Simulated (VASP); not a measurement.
Write the native input for VASP 6.6.1 that does the following.

```
Task                    : density of states
Functional              : LDA
Potentials or basis     : VASP PAW LDA potentials, release 64 (Ta_pv, Bi_d)
Cutoff                  : 520 eV
k mesh                  : 11 × 11 × 11
Occupations             : fermi-dirac, width 0.08 eV
Spin                    : no spin polarisation
Dipole correction       : no
k mesh for the DOS      : 17 × 17 × 17
Occupations for the DOS : tetrahedron
Further INCAR settings  : ALGO = Normal; EDIFF = 1e-07
```

Crystal: TaBi (rocksalt type).

```
Ta Bi
1.0
     0.00000    2.46939    2.46939
     2.46939    0.00000    2.46939
     2.46939    2.46939    0.00000
Ta Bi
1 1
Direct
  0.00000 0.00000 0.00000
  0.50000 0.50000 0.50000
```

This cell differs from its parent crystal: volume scaled by 0.65.

One way to write it, as run:

POSCAR

```
TaBi
1.0
    0.0000000000      2.4693873157      2.4693873157
    2.4693873157      0.0000000000      2.4693873157
    2.4693873157      2.4693873157      0.0000000000
Ta Bi
1 1
Direct
    0.0000000000      0.0000000000      0.0000000000
    0.5000000000      0.5000000000      0.5000000000
```

INCAR.step1

```
SYSTEM = TaBi
PREC = Accurate
ENCUT = 520
EDIFF = 1E-7
ISMEAR = -1
SIGMA = 0.08
LREAL = .FALSE.
LASPH = .TRUE.
NELM = 100
ALGO = Normal
ISIF = 2
LWAVE = .FALSE.
LCHARG = .TRUE.
LMAXMIX = 4
GGA = CA
NBANDS = 20
```

KPOINTS.step1

```
regular mesh
0
G
  11 11 11
  0 0 0
```

INCAR.step2

```
SYSTEM = TaBi
PREC = Accurate
ENCUT = 520
EDIFF = 1E-7
ISMEAR = -5
SIGMA = 0.08
LREAL = .FALSE.
LASPH = .TRUE.
NELM = 100
ALGO = Normal
ISIF = 2
LWAVE = .FALSE.
LCHARG = .FALSE.
LMAXMIX = 4
GGA = CA
LORBIT = 11
NEDOS = 2001
ICHARG = 11
```

KPOINTS.step2

```
regular mesh
0
G
  17 17 17
  0 0 0
```

Potentials or basis: VASP PAW LDA potentials, release 64 (Ta_pv, Bi_d).

Command:

```bash
$ cat potpaw_LDA.64/Ta_pv/POTCAR potpaw_LDA.64/Bi_d/POTCAR > POTCAR
$ cp INCAR.step1 INCAR
$ cp KPOINTS.step1 KPOINTS
$ mpirun -np 1 vasp_std > vasp.out
$ cp INCAR.step2 INCAR
$ cp KPOINTS.step2 KPOINTS
$ mpirun -np 1 vasp_std > vasp.out
```

Results of the run:

```json
{
  "Valence electrons inside the program's atomic spheres": "Ta 9.74; Bi 13.88"
}
```

Caveat: spin-orbit coupling is left out, which moves the levels of the heavy elements.

Run time: 67 s on 1 thread of Intel(R) Xeon(R) Platinum 8259CL CPU @ 2.50GHz (Skylake/Cascade Lake) (shared host), peak memory 0.21 GiB.
